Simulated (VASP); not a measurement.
Runs of VASP 6.6.1 on Os. The structure is that of space group Im-3m (No. 229), or close to it. The cells are those of the table. This isn't the form of Os at room conditions, which is hcp.

| task | cell | gap on the mesh (eV) | pressure (GPa) | relaxed volume (Å³/atom) |
| --- | --- | --- | --- | --- |
| relaxation of cell and atoms | relaxed from a = 2.647 Å, angles 109.5°, 1 atom | none | 0.0 | 14.79 |
| single point | a = 2.759 Å, angles 109.5°, 1 atom | none | -25.5 | - |
| single point | a = 2.678 Å, angles 109.5°, 1 atom | none | 0.2 | - |
| relaxation of cell and atoms | relaxed from a = 2.678 Å, angles 109.5°, 1 atom | none | 0.0 | (a) |

Alike in all rows: level PBE; potentials or basis VASP PAW PBE potentials, release 64 (Os); no spin polarisation; k mesh 19 × 19 × 19; cutoff (eV) 600; smearing fermi-dirac 0.05 eV.

Fill in the values left out.

(a) 14.78.

Caveats: spin-orbit coupling is left out, which moves the levels of the heavy elements; the cell stands under tension (at least some runs).

A k mesh can miss the band edges, and the runs leave out spin-orbit coupling on Os.

A gap of «none» marks levels without a gap at the run's occupations.
